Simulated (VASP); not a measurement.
# Ru (Im-3m) in VASP: a series of runs

Ru is run at these levels: r2SCAN; tasks: single point.

Program: VASP 6.6.1. These are calculated values, not measurements. Logs are shortened: lines on timing, memory, paths and dates and some standing lists are left out, and cuts for length are marked.

## (1) The cell of the first run

It takes space group Im-3m (No. 229, cubic). Conventional cell: a = 2.937 Å, b = 2.937 Å, c = 2.937 Å, α = 90.00°, β = 90.00°, γ = 90.00°. Ru (site symmetry m-3m) has 14 Ru at 2.54 to 2.94 Å within 3.4 Å.

This isn't the form of Ru at room conditions, which is hcp.

## (2) Single point, r2SCAN, collinear spin, ferromagnetic start (12.67 Å³/atom)

POSCAR reads:

```
Ru
1.0
   -1.4686955560      1.4686955560      1.4686955560
    1.4686955560     -1.4686955560      1.4686955560
    1.4686955560      1.4686955560     -1.4686955560
Ru
1
Direct
    0.0000000000      0.0000000000      0.0000000000
```

INCAR.step1 reads:

```
SYSTEM = Ru
ALGO = Normal
EDIFF = 1E-4
ENCUT = 520
GGA = PE
ISMEAR = -1
ISPIN = 2
LASPH = .True.
LCHARG = .False.
LMAXMIX = 4
LREAL = .False.
LWAVE = .True.
MAGMOM = 1.333
NBANDS = 17
NELM = 150
PREC = Accurate
SIGMA = 0.05
```

INCAR.step2 reads:

```
SYSTEM = Ru
ALGO = Normal
EDIFF = 1E-6
ENCUT = 520
ISIF = 2
ISMEAR = -1
ISPIN = 2
ISTART = 1
LASPH = .True.
LCHARG = .True.
LELF = .True.
LMAXMIX = 4
LMIXTAU = .True.
LORBIT = 11
LREAL = .False.
LVHAR = .True.
LWAVE = .False.
MAGMOM = 1.333
METAGGA = R2SCAN
NBANDS = 17
NELM = 150
PREC = Accurate
SIGMA = 0.05
```

KPOINTS reads:

```
k-points
0
Gamma
  24 24 24
  0 0 0
```

Potentials or basis: VASP PAW PBE potentials, release 64 (Ru_pv).

On the command line:

```sh
cat potpaw_PBE.64/Ru_pv/POTCAR > POTCAR
cp INCAR.step1 INCAR
mpirun -np 1 vasp_std > vasp.out
cp INCAR.step2 INCAR
mpirun -np 1 vasp_std > vasp.out
```

OUTCAR:

```text
SYSTEM = Ru
   EDIFF = 1E-6
   ENCUT = 520
   ISIF = 2
   ISMEAR = -1
   ISPIN = 2
   ISTART = 1
   LASPH = .True.
   LORBIT = 11
   LREAL = .False.
   METAGGA = R2SCAN
   NELM = 150
   PREC = Accurate

 ion  position               nearest neighbor table
   1  0.000  0.000  0.000-

  LATTYP: Found a body centered cubic cell.
 ALAT       =     2.9373911120

  Lattice vectors:

 A1 = (  -1.4686955560,   1.4686955560,   1.4686955560)
 A2 = (   1.4686955560,  -1.4686955560,   1.4686955560)
 A3 = (   1.4686955560,   1.4686955560,  -1.4686955560)

Analysis of symmetry for initial positions (statically):
=====================================================================
 Subroutine PRICEL returns:
 Original cell was already a primitive cell.

 Routine SETGRP: Setting up the symmetry group for a
 body centered cubic supercell.

 Subroutine GETGRP returns: Found 48 space group operations
 (whereof 48 operations were pure point group operations)
 out of a pool of 48 trial point group operations.

The static configuration has the point symmetry O_h .

Analysis of symmetry for dynamics (positions and initial velocities):
=====================================================================
 Subroutine PRICEL returns:
 Original cell was already a primitive cell.

 Routine SETGRP: Setting up the symmetry group for a
 body centered cubic supercell.

 Subroutine GETGRP returns: Found 48 space group operations
 (whereof 48 operations were pure point group operations)
 out of a pool of 48 trial point group operations.

The dynamic configuration has the point symmetry O_h .

Analysis of structural, dynamic, and magnetic symmetry:
=====================================================================
 Subroutine PRICEL returns:
 Original cell was already a primitive cell.

 Routine SETGRP: Setting up the symmetry group for a
 body centered cubic supercell.

 Subroutine GETGRP returns: Found 48 space group operations
 (whereof 48 operations were pure point group operations)
 out of a pool of 48 trial point group operations.

The overall configuration has the point symmetry O_h .

 Subroutine INISYM returns: Found 48 space group operations
 (whereof 48 operations are pure point group operations),
 and found     1 'primitive' translations

----------------------------------------------------------------------------------------

                                     Primitive cell

  volume of cell :      12.6723

  direct lattice vectors                    reciprocal lattice vectors
    -1.468695556  1.468695556  1.468695556     0.000000000  0.340438151  0.340438151
     1.468695556 -1.468695556  1.468695556     0.340438151  0.000000000  0.340438151
     1.468695556  1.468695556 -1.468695556     0.340438151  0.340438151  0.000000000

  length of vectors
     2.543855324  2.543855324  2.543855324     0.481452251  0.481452251  0.481452251

  position of ions in fractional coordinates (direct lattice)
     0.000000000  0.000000000  0.000000000

  ion indices of the primitive-cell ions
   primitive index   ion index
                 1           1

----------------------------------------------------------------------------------------

 KPOINTS: k-points

Automatic generation of k-mesh.
 Grid dimensions read from file:
 generate k-points for:   24   24   24

 Generating k-lattice:

  Cartesian coordinates                     Fractional coordinates (reciprocal lattice)
     0.000000000  0.014184923  0.014184923     0.041666667  0.000000000  0.000000000
     0.014184923  0.000000000  0.014184923     0.000000000  0.041666667  0.000000000
     0.014184923  0.014184923  0.000000000     0.000000000  0.000000000  0.041666667

  Length of vectors
     0.020060510  0.020060510  0.020060510

  Shift w.r.t. Gamma in fractional coordinates (k-lattice)
     0.000000000  0.000000000  0.000000000

 Subroutine IBZKPT returns following result:
 ===========================================

 Found    413 irreducible k-points:

 Following reciprocal coordinates:
            Coordinates               Weight
  0.000000  0.000000  0.000000      1.000000
  0.041667  0.000000  0.000000     12.000000
  0.083333  0.000000  0.000000     12.000000
  0.125000  0.000000  0.000000     12.000000
  0.166667  0.000000  0.000000     12.000000
  0.208333  0.000000  0.000000     12.000000
[... 16 lines left out ...]
  0.416667  0.041667  0.000000     48.000000
  0.458333  0.041667  0.000000     48.000000
 [... further k-points ...]
   k-points           NKPTS =    413   k-points in BZ     NKDIM =    413   number of bands    NBANDS=     17
   number of dos      NEDOS =    301   number of ions     NIONS =      1
   total plane-waves  NPLWV =   8000
   dimension x,y,z NGX =    20 NGY =   20 NGZ =   20
   dimension x,y,z NGXF=    40 NGYF=   40 NGZF=   40
   ions per type =               1
   NGX,Y,Z   is equivalent  to a cutoff of  13.07, 13.07, 13.07 a.u.
   NGXF,Y,Z  is equivalent  to a cutoff of  26.14, 26.14, 26.14 a.u.
 SYSTEM =  Ru
   PREC   = accura    normal or accurate (medium, high low for compatibility)
   ISTART =      1    job   : 0-new  1-cont  2-samecut
   ICHARG =      0    charge: 1-file 2-atom 10-const
   ISPIN  =      2    spin polarized calculation?
   LNONCOLLINEAR =      F non collinear calculations
   LSORBIT =      F    spin-orbit coupling
   LASPH  =      T    aspherical Exc in radial PAW
   ENCUT  =  520.0 eV  38.22 Ry    6.18 a.u.   4.73  4.73  4.73*2*pi/ulx,y,z
   NELM   =    150;   NELMIN=  2; NELMDL=  0     # of ELM steps
   EDIFF  = 0.1E-05   stopping-criterion for ELM
   LREAL  =      F    real-space projection
[... 7 lines left out ...]
   TEBEG  =    0.0;   TEEND  =   0.0 temperature during run
   PSTRESS=    0.0 pullay stress
   NELECT =      14.0000    total number of electrons
   NUPDOWN=      -1.0000    fix difference up-down
   EMIN   =  10.00;   EMAX   =-10.00  energy-range for DOS
   EFERMI =   0.00;   METHOD = LEGACY
   ISMEAR =    -1;   SIGMA  =   0.05  broadening in eV -4-tet -1-fermi 0-gaus
   EFERMI_NEDOS =   21; number of points for ismear=-14 and -15
   IALGO  =     38    algorithm
   IMIX   =      4    mixing-type and parameters
     AMIX     =   0.40;   BMIX     =  1.00
     AMIX_MAG =   1.60;   BMIX_MAG =  1.00
  volume/ion in A,a.u.               =      12.67        85.52
  Fermi-wavevector in a.u.,A,eV,Ry     =   1.692385  3.198143 38.969339  2.864166
  Thomas-Fermi vector in A             =   2.773981
   LORBIT       =     11    0 simple, 1 ext, 2 COOP (PROOUT), +10 PAW based schemes
   METAGGA = R2SCAN    functional components
   LHFCALC =     F    Hartree Fock is set to
   AEXX    =    0.0000 exact exchange contribution
   IVDW    =     0    specifies the selected vdW correction
   LEPSILON=     F    determine dielectric tensor
   LRPA    =     F    only Hartree local field effects (RPA)
 spin polarized calculation
  energy-cutoff  :      520.00
  volume of cell :       12.67
 maximum number of plane-waves:       370
   NGX =  9   NGY =  9   NGZ =  9

 number of electron      14.0000005 magnetization       0.0088683

 Free energy of the ion-electron system (eV)
  ---------------------------------------------------
  ext. energy  EPLUGINS =         0.00000000
  ---------------------------------------------------
  free energy    TOTEN  =       -24.64048838 eV

  energy without entropy =      -24.62795930  energy(sigma->0) =      -24.63422384

 E-fermi :  14.2303     XC(G=0): -15.8832

 val. band max:       14.2299619936   @ k =   0.2917   0.0000   0.0000
 cond. band min:      14.2307223773   @ k =   0.1667   0.0417   0.0000
 fundamental gap:      0.0007603837
 Fermi energy:        14.2303484233

 spin component 1

 k-point     1 :       0.0000    0.0000    0.0000
  band No.  band energies     occupation
      1     -29.7477      1.00000
      2     -29.7476      1.00000
      3     -29.7476      1.00000
      4       5.2699      1.00000
      5      10.8235      1.00000
      6      10.8235      1.00000
[... 9 lines left out ...]
     16      49.9166      0.00000
     17      49.9166      0.00000

 k-point     2 :       0.0417    0.0000    0.0000
  band No.  band energies     occupation
      1     -29.7741      1.00000
      2     -29.7559      1.00000
      3     -29.7478      1.00000
      4       5.3595      1.00000
      5      10.7798      1.00000
      6      10.8207      1.00000
[... 9 lines left out ...]
     16      49.7252      0.00000
     17      49.7318      0.00000

 k-point     3 :       0.0833    0.0000    0.0000
  band No.  band energies     occupation
      1     -29.8513      1.00000
      2     -29.7799      1.00000
      3     -29.7483      1.00000
      4       5.6204      1.00000
      5      10.6535      1.00000
      6      10.8086      1.00000
[... 9 lines left out ...]
     16      49.0777      0.00000
     17      49.3614      0.00000

 k-point     4 :       0.1250    0.0000    0.0000
  band No.  band energies     occupation
      1     -29.9730      1.00000
      2     -29.8179      1.00000
      3     -29.7491      1.00000
      4       6.0266      1.00000
      5      10.4588      1.00000
      6      10.7811      1.00000
[... 9 lines left out ...]
     16      47.8767      0.00000
     17      49.0154      0.00000
[... 343 lines left out ...]
      1     -31.0532      1.00000
      2     -30.1734      1.00000
      3     -29.7673      1.00000
      4       7.1768      1.00000
      5       8.9145      1.00000
      6      13.4256      1.00000
[... 9 lines left out ...]
     16      45.1183      0.00000
     17      46.4145      0.00000

 k-point    23 :       0.4167    0.0417    0.0000
  band No.  band energies     occupation
      1     -31.1409      1.00000
      2     -30.2040      1.00000
      3     -29.7680      1.00000
      4       7.0369      1.00000
      5       8.7984      1.00000
      6      13.8703      0.99925
[... 9 lines left out ...]
     16      45.4801      0.00000
     17      48.2998      0.00000

 k-point    24 :       0.4583    0.0417    0.0000
  band No.  band energies     occupation
      1     -31.1860      1.00000
      2     -30.2197      1.00000
      3     -29.7684      1.00000
      4       6.9603      1.00000
      5       8.7392      1.00000
      6      14.0674      0.96297
[... 9 lines left out ...]
     16      45.6627      0.00000
     17      50.3512      0.00000

 [... further k-points ...]

 spin component 2

 k-point     1 :       0.0000    0.0000    0.0000
  band No.  band energies     occupation
      1     -29.7374      1.00000
      2     -29.7373      1.00000
      3     -29.7373      1.00000
      4       5.2684      1.00000
      5      10.8291      1.00000
      6      10.8291      1.00000
[... 9 lines left out ...]
     16      49.9284      0.00000
     17      49.9284      0.00000

 k-point     2 :       0.0417    0.0000    0.0000
  band No.  band energies     occupation
      1     -29.7638      1.00000
      2     -29.7456      1.00000
      3     -29.7375      1.00000
      4       5.3580      1.00000
      5      10.7853      1.00000
      6      10.8262      1.00000
[... 9 lines left out ...]
     16      49.7365      0.00000
     17      49.7425      0.00000

 k-point     3 :       0.0833    0.0000    0.0000
  band No.  band energies     occupation
      1     -29.8411      1.00000
      2     -29.7696      1.00000
      3     -29.7380      1.00000
      4       5.6190      1.00000
      5      10.6590      1.00000
      6      10.8140      1.00000
[... 9 lines left out ...]
     16      49.0876      0.00000
     17      49.3693      0.00000

 k-point     4 :       0.1250    0.0000    0.0000
  band No.  band energies     occupation
      1     -29.9628      1.00000
      2     -29.8077      1.00000
      3     -29.7388      1.00000
      4       6.0253      1.00000
      5      10.4641      1.00000
      6      10.7865      1.00000
[... 9 lines left out ...]
     16      47.8847      0.00000
     17      49.0206      0.00000
[... 343 lines left out ...]
      1     -31.0434      1.00000
      2     -30.1632      1.00000
      3     -29.7570      1.00000
      4       7.1809      1.00000
      5       8.9189      1.00000
      6      13.4323      1.00000
[... 9 lines left out ...]
     16      45.1224      0.00000
     17      46.4193      0.00000

 k-point    23 :       0.4167    0.0417    0.0000
  band No.  band energies     occupation
      1     -31.1311      1.00000
      2     -30.1938      1.00000
      3     -29.7577      1.00000
      4       7.0413      1.00000
      5       8.8028      1.00000
      6      13.8813      0.99907
[... 9 lines left out ...]
     16      45.4839      0.00000
     17      48.3047      0.00000

 k-point    24 :       0.4583    0.0417    0.0000
  band No.  band energies     occupation
      1     -31.1762      1.00000
      2     -30.2096      1.00000
      3     -29.7581      1.00000
      4       6.9648      1.00000
      5       8.7436      1.00000
      6      14.0801      0.95277
[... 9 lines left out ...]
     16      45.6663      0.00000
     17      50.3559      0.00000

 [... further k-points ...]
[... 5 lines left out ...]
  --------------------------------------------------------------------------------------
  -------------------------------------------------------------------------------------
  Total        3.0278945      3.0278945      3.0278945      0.0000000     -0.0000000      0.0000000
  in kB      382.8212032    382.8212032    382.8212032      0.0000000     -0.0000000      0.0000000
  external PRESSURE =     382.8212032 kB  Pullay stress =       0.0000000 kB

 VOLUME and BASIS-vectors are now :
 -----------------------------------------------------------------------------
  energy-cutoff  :      520.00
  volume of cell :       12.67
      direct lattice vectors                 reciprocal lattice vectors
    -1.468695556  1.468695556  1.468695556     0.000000000  0.340438151  0.340438151
     1.468695556 -1.468695556  1.468695556     0.340438151  0.000000000  0.340438151
     1.468695556  1.468695556 -1.468695556     0.340438151  0.340438151  0.000000000

 POSITION                                       TOTAL-FORCE (eV/Angst)
 -----------------------------------------------------------------------------------
      0.00000      0.00000      0.00000         0.000000      0.000000     -0.000000
 -----------------------------------------------------------------------------------
    total drift:                                0.000000     -0.000000      0.000000

  FREE ENERGIE OF THE ION-ELECTRON SYSTEM (eV)
  ---------------------------------------------------
  free  energy   TOTEN  =       -24.6404883762 eV

  energy  without entropy=      -24.6279592961  energy(sigma->0) =      -24.63422384

 total charge

# of ion       s       p       d       tot
------------------------------------------
    1        0.428   6.347   6.060  12.835

 magnetization (x)

# of ion       s       p       d       tot
------------------------------------------
    1       -0.000  -0.000   0.010   0.010
```

Run time: 15 min. Hardware: 1 thread of Oxide Virtual Turin-like, shared host; peak memory 0.21 GiB.

Results:

| Item | Value |
| --- | --- |
| Free energy | -24.6405 eV |
| Pressure | 38.3 GPa |
| Band gap on the k mesh | zero (filled and empty bands overlap) |
| Net moment | 0.01 μB per cell |
| Valence electrons inside the program's atomic spheres | Ru 12.84 |

Caveat: the cell stands under pressure; an empty level that is flat over the whole mesh can mark a ghost state of the potentials, or a narrow d or f band; the PAW data sets were made with another functional, which shifts forces and pressure a little.

(Continued in part 2 of 2.)
